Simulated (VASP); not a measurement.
# Ca (I4/mmm) in VASP: a series of runs

Ca is run at these levels: PBE; tasks: single point.

Program: VASP 6.6.1. These are calculated values, not measurements. Logs are shortened: lines on timing, memory, paths and dates and some standing lists are left out, and cuts for length are marked.

## Step 1: The cell of the first run

It takes space group I4/mmm (No. 139, tetragonal). Conventional cell: a = 4.011 Å, b = 4.011 Å, c = 5.421 Å, α = 90.00°, β = 90.00°, γ = 90.00°. Within 5.1 Å of Ca (site symmetry 4/mmm) lie 12 Ca at 3.92 to 4.01 Å.

## Step 2: Single point, PBE (strain +0.015 along x and y, -0.030 along z)

Input file INCAR:

```
SYSTEM = Ca
ALGO = Normal
EDIFF = 1E-6
ENCUT = 520
GGA = PE
ISIF = 2
ISMEAR = 0
LASPH = .TRUE.
LCHARG = .FALSE.
LREAL = .FALSE.
LWAVE = .FALSE.
NBANDS = 11
NELM = 60
PREC = Accurate
SIGMA = 0.15
```

Input file KPOINTS:

```
k-points
0
G
  14 14 14
  0 0 0
```

Input file POSCAR:

```
Ca
1.0
    0.0000000000      2.8361130000      2.7103740000
    2.8361130000      0.0000000000      2.7103740000
    2.8361130000      2.8361130000      0.0000000000
Ca
1
Direct
    0.0000000000      0.0000000000      0.0000000000
```

Potentials or basis: VASP PAW PBE potentials, release 64 (Ca_sv).

The run is started by

```sh
cat potpaw_PBE.64/Ca_sv/POTCAR > POTCAR
mpirun -np 1 vasp_std > vasp.out
```

OUTCAR:

```text
SYSTEM = Ca
   EDIFF = 1E-6
   ENCUT = 520
   GGA = PE
   ISIF = 2
   ISMEAR = 0
   LASPH = .TRUE.
   LREAL = .FALSE.
   NELM = 60
   PREC = Accurate

 ion  position               nearest neighbor table
   1  0.000  0.000  0.000-

  LATTYP: Found a body centered tetragonal cell.
 ALAT       =     4.0108694690
 C/A-ratio  =     1.3515144389

  Lattice vectors:

 A1 = (   0.0000000000,  -2.8361130000,  -2.7103740000)
 A2 = (   0.0000000000,   2.8361130000,  -2.7103740000)
 A3 = (   2.8361130000,   0.0000000000,   2.7103740000)

Analysis of symmetry for initial positions (statically):
=====================================================================
 Subroutine PRICEL returns:
 Original cell was already a primitive cell.

 Routine SETGRP: Setting up the symmetry group for a
 body centered tetragonal supercell.

 Subroutine GETGRP returns: Found 16 space group operations
 (whereof 16 operations were pure point group operations)
 out of a pool of 16 trial point group operations.

The static configuration has the point symmetry D_4h.

Analysis of symmetry for dynamics (positions and initial velocities):
=====================================================================
 Subroutine PRICEL returns:
 Original cell was already a primitive cell.

 Routine SETGRP: Setting up the symmetry group for a
 body centered tetragonal supercell.

 Subroutine GETGRP returns: Found 16 space group operations
 (whereof 16 operations were pure point group operations)
 out of a pool of 16 trial point group operations.

The dynamic configuration has the point symmetry D_4h.

 Subroutine INISYM returns: Found 16 space group operations
 (whereof 16 operations are pure point group operations),
 and found     1 'primitive' translations

----------------------------------------------------------------------------------------

                                     Primitive cell

  volume of cell :      43.6020

  direct lattice vectors                    reciprocal lattice vectors
     0.000000000  2.836113000  2.710374000    -0.176297630  0.176297630  0.184476386
     2.836113000  0.000000000  2.710374000     0.176297630 -0.176297630  0.184476386
     2.836113000  2.836113000  0.000000000     0.176297630  0.176297630 -0.184476386

  length of vectors
     3.922966246  3.922966246  4.010869469     0.310150360  0.310150360  0.310150360

  position of ions in fractional coordinates (direct lattice)
     0.000000000  0.000000000  0.000000000

  ion indices of the primitive-cell ions
   primitive index   ion index
                 1           1

----------------------------------------------------------------------------------------

 KPOINTS: k-points

Automatic generation of k-mesh.
 Grid dimensions read from file:
 generate k-points for:   14   14   14

 Generating k-lattice:

  Cartesian coordinates                     Fractional coordinates (reciprocal lattice)
    -0.012592688  0.012592688  0.013176885     0.071428571  0.000000000  0.000000000
     0.012592688 -0.012592688  0.013176885     0.000000000  0.071428571  0.000000000
     0.012592688  0.012592688 -0.013176885    -0.000000000 -0.000000000  0.071428571

  Length of vectors
     0.022153597  0.022153597  0.022153597

  Shift w.r.t. Gamma in fractional coordinates (k-lattice)
     0.000000000  0.000000000  0.000000000

 Subroutine IBZKPT returns following result:
 ===========================================

 Found    244 irreducible k-points:

 Following reciprocal coordinates:
            Coordinates               Weight
  0.000000  0.000000  0.000000      1.000000
  0.071429 -0.000000  0.000000      8.000000
  0.142857 -0.000000  0.000000      8.000000
  0.214286 -0.000000  0.000000      8.000000
  0.285714 -0.000000  0.000000      8.000000
  0.357143 -0.000000  0.000000      8.000000
[... 16 lines left out ...]
  0.214286  0.142857  0.000000      8.000000
  0.285714  0.142857  0.000000      8.000000
 [... further k-points ...]
   k-points           NKPTS =    244   k-points in BZ     NKDIM =    244   number of bands    NBANDS=     11
   number of dos      NEDOS =    301   number of ions     NIONS =      1
   total plane-waves  NPLWV =  27000
   dimension x,y,z NGX =    30 NGY =   30 NGZ =   30
   dimension x,y,z NGXF=    60 NGYF=   60 NGZF=   60
   ions per type =               1
   NGX,Y,Z   is equivalent  to a cutoff of  12.71, 12.71, 12.43 a.u.
   NGXF,Y,Z  is equivalent  to a cutoff of  25.43, 25.43, 24.87 a.u.
 SYSTEM =  Ca
   PREC   = accura    normal or accurate (medium, high low for compatibility)
   ISTART =      0    job   : 0-new  1-cont  2-samecut
   ICHARG =      2    charge: 1-file 2-atom 10-const
   ISPIN  =      1    spin polarized calculation?
   LNONCOLLINEAR =      F non collinear calculations
   LSORBIT =      F    spin-orbit coupling
   LASPH  =      T    aspherical Exc in radial PAW
   ENCUT  =  520.0 eV  38.22 Ry    6.18 a.u.   7.29  7.29  7.46*2*pi/ulx,y,z
   NELM   =     60;   NELMIN=  2; NELMDL= -5     # of ELM steps
   EDIFF  = 0.1E-05   stopping-criterion for ELM
   LREAL  =      F    real-space projection
   EDIFFG = 0.1E-04   stopping-criterion for IOM
   NSW    =      0    number of steps for IOM
   IBRION =     -1    ionic relax: 0-MD 1-quasi-New 2-CG
   NFREE  =      0    steps in history (QN), initial steepest desc. (CG)
   ISIF   =      2    stress and relaxation
   ISYM   =      2    0-nonsym 1-usesym 2-fastsym
   POTIM  = 0.5000    time-step for ionic-motion
   TEBEG  =    0.0;   TEEND  =   0.0 temperature during run
   PSTRESS=    0.0 pullay stress
   NELECT =      10.0000    total number of electrons
   NUPDOWN=      -1.0000    fix difference up-down
   EMIN   =  10.00;   EMAX   =-10.00  energy-range for DOS
   EFERMI =   0.00;   METHOD = LEGACY
   ISMEAR =     0;   SIGMA  =   0.15  broadening in eV -4-tet -1-fermi 0-gaus
   EFERMI_NEDOS =   21; number of points for ismear=-14 and -15
   IALGO  =     38    algorithm
   IMIX   =      4    mixing-type and parameters
     AMIX     =   0.40;   BMIX     =  1.00
     AMIX_MAG =   1.60;   BMIX_MAG =  1.00
  volume/ion in A,a.u.               =      43.60       294.24
  Fermi-wavevector in a.u.,A,eV,Ry     =   1.002088  1.893673 13.662716  1.004181
  Thomas-Fermi vector in A             =   2.134553
   LORBIT       =      0    0 simple, 1 ext, 2 COOP (PROOUT), +10 PAW based schemes
   GGA     = PE    functional components
   LHFCALC =     F    Hartree Fock is set to
   AEXX    =    0.0000 exact exchange contribution
   IVDW    =     0    specifies the selected vdW correction
   LEPSILON=     F    determine dielectric tensor
   LRPA    =     F    only Hartree local field effects (RPA)
 non-spin polarized calculation
 Gauss-broadening in eV      SIGMA  =   0.15
  energy-cutoff  :      520.00
  volume of cell :       43.60
 maximum number of plane-waves:      1194
 NGX is ok and might be reduce to    30
   NGX = 15   NGY = 15   NGZ = 15

 number of electron      10.0000000 magnetization

 number of electron       9.9999998 magnetization

 Free energy of the ion-electron system (eV)
  ---------------------------------------------------
  ext. energy  EPLUGINS =         0.00000000
  ---------------------------------------------------
  free energy    TOTEN  =        -1.93418549 eV

  energy without entropy =       -1.91924356  energy(sigma->0) =       -1.92671453

 E-fermi :   1.8316     XC(G=0):  -7.6354

 val. band max:        1.8251669704   @ k =  -0.3571   0.2857   0.1429
 cond. band min:       1.8384476780   @ k =  -0.3571   0.3571   0.0714
 fundamental gap:      0.0132807075
 Fermi energy:         1.8316102917

 k-point     1 :       0.0000    0.0000    0.0000
  band No.  band energies     occupation
      1     -40.2612      2.00000
      2     -21.1828      2.00000
      3     -21.1828      2.00000
      4     -21.1796      2.00000
      5      -2.1349      2.00000
      6       4.0675      0.00000
      7       4.0675      0.00000
      8       4.2571      0.00000
      9       5.0250      0.00000
     10       5.2658      0.00000
     11      10.8278      0.00000

 k-point     2 :       0.0714   -0.0000    0.0000
  band No.  band energies     occupation
      1     -40.2606      2.00000
      2     -21.1881      2.00000
      3     -21.1838      2.00000
      4     -21.1811      2.00000
      5      -2.0498      2.00000
      6       4.0082      0.00000
      7       4.0983      0.00000
      8       4.2579      0.00000
      9       5.0020      0.00000
     10       5.2333      0.00000
     11      10.9239      0.00000

 k-point     3 :       0.1429   -0.0000    0.0000
  band No.  band energies     occupation
      1     -40.2590      2.00000
      2     -21.2051      2.00000
      3     -21.1868      2.00000
      4     -21.1832      2.00000
      5      -1.7984      2.00000
      6       3.7829      0.00000
      7       4.1628      0.00000
      8       4.3139      0.00000
      9       4.9712      0.00000
     10       5.1666      0.00000
     11      10.6787      0.00000

 k-point     4 :       0.2143   -0.0000    0.0000
  band No.  band energies     occupation
      1     -40.2566      2.00000
      2     -21.2298      2.00000
      3     -21.1910      2.00000
      4     -21.1858      2.00000
      5      -1.3932      2.00000
      6       3.4357      0.00000
      7       4.1794      0.00000
      8       4.3659      0.00000
      9       5.0347      0.00000
     10       5.1556      0.00000
     11       9.5624      0.00000

 k-point     5 :       0.2857   -0.0000    0.0000
  band No.  band energies     occupation
      1     -40.2540      2.00000
      2     -21.2570      2.00000
      3     -21.1957      2.00000
      4     -21.1887      2.00000
      5      -0.8563      2.00000
      6       3.0182      0.00000
      7       4.1067      0.00000
      8       4.3320      0.00000
      9       5.2445      0.00000
     10       5.2815      0.00000
     11       8.5029      0.00000
[... 211 lines left out ...]
 k-point    21 :      -0.0714    0.0714    0.0000
  band No.  band energies     occupation
      1     -40.2597      2.00000
      2     -21.1960      2.00000
      3     -21.1845      2.00000
      4     -21.1844      2.00000
      5      -1.9161      2.00000
      6       3.8699      0.00000
      7       4.1589      0.00000
      8       4.3114      0.00000
      9       4.8991      0.00000
     10       5.2432      0.00000
     11      11.0490      0.00000

 k-point    22 :       0.1429    0.1429    0.0000
  band No.  band energies     occupation
      1     -40.2579      2.00000
      2     -21.2029      2.00000
      3     -21.1925      2.00000
      4     -21.1925      2.00000
      5      -1.6606      2.00000
      6       3.7859      0.00000
      7       4.2305      0.00000
      8       4.2305      0.00000
      9       4.8712      0.00000
     10       5.1584      0.00000
     11      11.2860      0.00000

 k-point    23 :       0.2143    0.1429    0.0000
  band No.  band energies     occupation
      1     -40.2561      2.00000
      2     -21.2205      2.00000
      3     -21.1974      2.00000
      4     -21.1946      2.00000
      5      -1.3512      2.00000
      6       3.5238      0.00000
      7       4.3066      0.00000
      8       4.3144      0.00000
      9       4.7206      0.00000
     10       5.2380      0.00000
     11      10.4367      0.00000

 k-point    24 :       0.2857    0.1429    0.0000
  band No.  band energies     occupation
      1     -40.2538      2.00000
      2     -21.2442      2.00000
      3     -21.2025      2.00000
      4     -21.1969      2.00000
      5      -0.8993      2.00000
      6       3.1929      0.00000
      7       4.2039      0.00000
      8       4.3198      0.00000
      9       4.8371      0.00000
     10       5.3956      0.00000
     11       9.2527      0.00000

 [... further k-points ...]

------------------------ aborting loop because EDIFF is reached ----------------------------------------

  FORCE on cell =-STRESS in cart. coord.  units (eV):
  Direction    XX          YY          ZZ          XY          YZ          ZX
  --------------------------------------------------------------------------------------
  -------------------------------------------------------------------------------------
  Total       -0.1723337     -0.1723337     -0.1012859      0.0000000      0.0000000      0.0000000
  in kB       -6.3324914     -6.3324914     -3.7218008      0.0000000      0.0000000      0.0000000
  external PRESSURE =      -5.4622612 kB  Pullay stress =       0.0000000 kB

 VOLUME and BASIS-vectors are now :
 -----------------------------------------------------------------------------
  energy-cutoff  :      520.00
  volume of cell :       43.60
      direct lattice vectors                 reciprocal lattice vectors
     0.000000000  2.836113000  2.710374000    -0.176297630  0.176297630  0.184476386
     2.836113000  0.000000000  2.710374000     0.176297630 -0.176297630  0.184476386
     2.836113000  2.836113000  0.000000000     0.176297630  0.176297630 -0.184476386

 POSITION                                       TOTAL-FORCE (eV/Angst)
 -----------------------------------------------------------------------------------
      0.00000      0.00000      0.00000        -0.000000     -0.000000      0.000000
 -----------------------------------------------------------------------------------
    total drift:                               -0.000000     -0.000000      0.000000

  FREE ENERGIE OF THE ION-ELECTRON SYSTEM (eV)
  ---------------------------------------------------
  free  energy   TOTEN  =        -1.9341854889 eV

  energy  without entropy=       -1.9192435648  energy(sigma->0) =       -1.92671453
```

Wall time 77 s (1 thread of Intel Xeon Platinum 8488C (Sapphire Rapids), shared host); peak memory 0.25 GiB.

What came out:

| Item | Value |
| --- | --- |
| Free energy | -1.9342 eV |
| Pressure | -0.5 GPa |
| Band gap on the k mesh | zero (band 5 reaches 2.02 eV, above the bottom of band 6 at 1.65 eV) |

Levels at points of the mesh, in eV from the Fermi level:
```tsv
k point	band 1	band 2	band 3	band 4	band 5	band 6	band 7	band 8	band 9	band 10
(0.00, 0.00, 0.00)	-42.09	-23.01	-23.01	-23.01	-3.97	2.24	2.24	2.43	3.19	3.43
(0.50, 0.00, 0.00)	-42.08	-23.14	-23.04	-23.03	-0.97	-0.18	2.06	2.31	3.93	4.03
(0.50, 0.50, 0.00)	-42.08	-23.13	-23.07	-23.07	-0.33	0.53	1.21	3.97	4.16	4.16
(0.50, 0.00, 0.50)	-42.08	-23.13	-23.06	-23.05	-0.47	0.63	0.77	3.96	4.07	4.22
```

Caveat: the cell differs from its parent crystal (strain +0.015 along x and y, -0.030 along z).

## Step 3: Single point, PBE (strain +0.030 along x and y, -0.030 along z)

Input file INCAR:

```
ALGO = Normal
EDIFF = 1E-6
ENCUT = 520
GGA = PE
ISIF = 2
ISMEAR = 0
LASPH = T
LCHARG = F
LREAL = F
LWAVE = F
NBANDS = 11
NELM = 80
PREC = Accurate
SIGMA = 0.15
```

Input file KPOINTS:

```
k-points
0
Gamma
  14 14 14
```

Input file POSCAR:

```
Ca
1.0
    0.0000000000      2.8780260000      2.7103740000
    2.8780260000      0.0000000000      2.7103740000
    2.8780260000      2.8780260000      0.0000000000
Ca
1
Direct
    0.0000000000      0.0000000000      0.0000000000
```

Potentials or basis: VASP PAW PBE potentials, release 64 (Ca_sv).

The run is started by

```sh
cat potpaw_PBE.64/Ca_sv/POTCAR > POTCAR
mpirun -np 1 vasp_std > vasp.out
```

Wall time 94 s (1 thread of Intel Xeon Platinum 8488C (Sapphire Rapids), shared host); peak memory 0.25 GiB.

It converged, with:

* Free energy: -1.9275 eV
* Pressure: -1.0 GPa
* Band gap on the k mesh: zero (band 5 reaches 1.93 eV, above the bottom of band 6 at 1.52 eV)

Stress tensor (GPa, compression positive):
```
-1.06  0.00  0.00
 0.00 -1.06  0.00
 0.00  0.00 -0.76
```

Levels at points of the mesh, in eV from the Fermi level:
```csv
k point,band 3,band 4,band 5,band 6,band 7,band 8
"(0.00, 0.00, 0.00)",-23.09,-23.08,-3.91,2.18,2.18,2.42
"(0.50, 0.00, 0.00)",-23.11,-23.10,-0.96,-0.20,1.99,2.31
"(0.50, 0.50, 0.00)",-23.14,-23.14,-0.28,0.52,1.25,3.86
"(0.50, 0.00, 0.50)",-23.13,-23.12,-0.46,0.66,0.68,3.85
```

Caveat: the cell differs from its parent crystal (strain +0.030 along x and y, -0.030 along z).

[end of part 1 of 2]
